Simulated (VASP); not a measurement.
Runs of VASP 6.6.1 on Au. The structure is that of space group Im-3m (No. 229), or close to it. The cells are those of the table. 

```tsv
cell	k mesh	gap on the mesh (eV)	pressure (GPa)
a = 2.799 Å, angles 109.5°, 1 atom	15 × 15 × 15	none	(b)
a = 2.719 Å, angles 109.5°, 1 atom	15 × 15 × 15	none	29.4
a = 2.911 Å, angles 109.5°, 1 atom	15 × 15 × 15	none	-8.8
a = 2.837 Å, angles 109.5°, 1 atom	22 × 22 × 22	none	(a)
a = 2.875 Å, angles 109.5°, 1 atom	15 × 15 × 15	none	-4.7
```

Alike in all rows: task single point; level r2SCAN; potentials or basis VASP PAW PBE potentials, release 64 (Au); no spin polarisation; cutoff (eV) 550; smearing fermi-dirac 0.1 eV.

Question: Estimate the missing entries.

Answer: (a) 0.4; (b) 7.8.

Caveats: the PAW data sets were made with another functional, which shifts forces and pressure a little; spin-orbit coupling is left out, which moves the levels of the heavy elements.

A k mesh can miss the band edges, and the runs leave out spin-orbit coupling on Au.

A gap of «none» marks levels without a gap at the run's occupations.
